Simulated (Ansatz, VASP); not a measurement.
**One calculation of Si2W, two programs**

```
CELL_PARAMETERS angstrom
3.21129 0.00000 0.00000
0.00000 3.21129 0.00000
0.00000 0.00000 25.38287
ATOMIC_POSITIONS crystal
Si 0.00000 0.00000 0.29547
Si 0.00000 0.00000 0.39705
Si 0.50000 0.50000 0.44921
Si 0.50000 0.50000 0.55079
Si 0.00000 0.00000 0.60295
Si 0.00000 0.00000 0.70453
W 0.50000 0.50000 0.34626
W 0.00000 0.00000 0.50000
W 0.50000 0.50000 0.65374
```

Alike in both runs: task single point; functional r2SCAN; k mesh 11 × 11 × 1; occupations fermi-dirac, width 0.025 eV; no spin polarisation.

```csv
,VASP,Ansatz
version,VASP 6.6.1,Ansatz 0.2.0
potentials or method,"VASP PAW PBE potentials, release 64 (Si, W_sv), cutoff 520 eV","scalar-relativistic, plane waves, PAW"
valence electrons in the cell,66,66
```

```csv
,VASP,Ansatz,Ansatz less VASP
gap on the k mesh at the Fermi level (eV),none,none,-
rms of the force components (eV/Å),0.193,0.193,+0.0008
```

VASP's potentials were made for PBE, not for r2SCAN. A gap of «none» marks a metal or a gap that the smearing closes. With one functional, cell and mesh, what is left measures potentials, basis and numerics.

Spin-orbit coupling is off throughout.
